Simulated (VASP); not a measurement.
SiNi: single point with PBE

SiNi:

```
CELL_PARAMETERS angstrom
2.96483 0.00000 0.00000
0.00000 3.20668 0.00000
0.00000 0.00000 4.60186
ATOMIC_POSITIONS crystal
Si 0.50000 0.50000 0.84230
Si 0.00000 0.00000 0.15770
Ni 0.50000 0.50000 0.34422
Ni 0.00000 0.00000 0.65578
```

- Program: VASP 6.6.1
- Task: single point
- Functional: PBE
- Potentials or basis: VASP PAW PBE potentials, release 64 (Si, Ni)
- Cutoff: 520 eV
- k mesh: 11 × 10 × 7
- Occupations: fermi-dirac, width 0.05 eV
- Spin: collinear spin, ferromagnetic start
- Starting moments: [0.0, 0.0, 1.5, 1.5] μB
- Dipole correction: no
- Further INCAR settings: ALGO = Normal; EDIFF = 1e-07; NBANDS = 26

| Item | Value |
| --- | --- |
| Pressure | 14.4 GPa |
| Largest force | 0.244 eV/Å |
| Band gap on the k mesh | zero (filled and empty bands overlap) |
| Net moment | 0.00 μB per cell |
| Valence electrons inside the program's atomic spheres | Si 1.64; Ni 9.67 |

Forces on the atoms (eV/Å):
```
Si   0.000  0.000  0.244
Si   0.000  0.000 -0.244
Ni   0.000  0.000  0.031
Ni   0.000  0.000 -0.031
```

Stress tensor (GPa, compression positive):
```
11.93  0.00  0.00
 0.00 13.28  0.00
 0.00  0.00 18.07
```

Levels at points of the mesh, in eV from the Fermi level:
Spin up:
| k point | band 12 | band 13 | band 14 | band 15 | band 16 | band 17 |
| --- | --- | --- | --- | --- | --- | --- |
| (0.00, 0.00, 0.00) | -2.10 | -2.08 | -1.13 | 0.82 | 3.25 | 5.29 |
| (0.00, 0.50, 0.00) | -2.38 | -2.21 | -2.21 | 1.41 | 1.41 | 4.83 |
Spin down:
```tsv
k point	band 11	band 12	band 13	band 14	band 15	band 16	band 17	band 18
(0.00, 0.00, 0.00)	-2.49	-2.10	-2.08	-1.13	0.82	3.25	5.29	5.68
(0.00, 0.50, 0.00)	-2.38	-2.38	-2.21	-2.21	1.41	1.41	4.83	4.83
```

It took 5.2 min on 1 thread of Oxide Virtual Turin-like Processor (shared host), peak memory 0.31 GiB.

Caveat: the stress differs along the axes, from 12 to 18 GPa; the moments typed at the start vanished in this run.
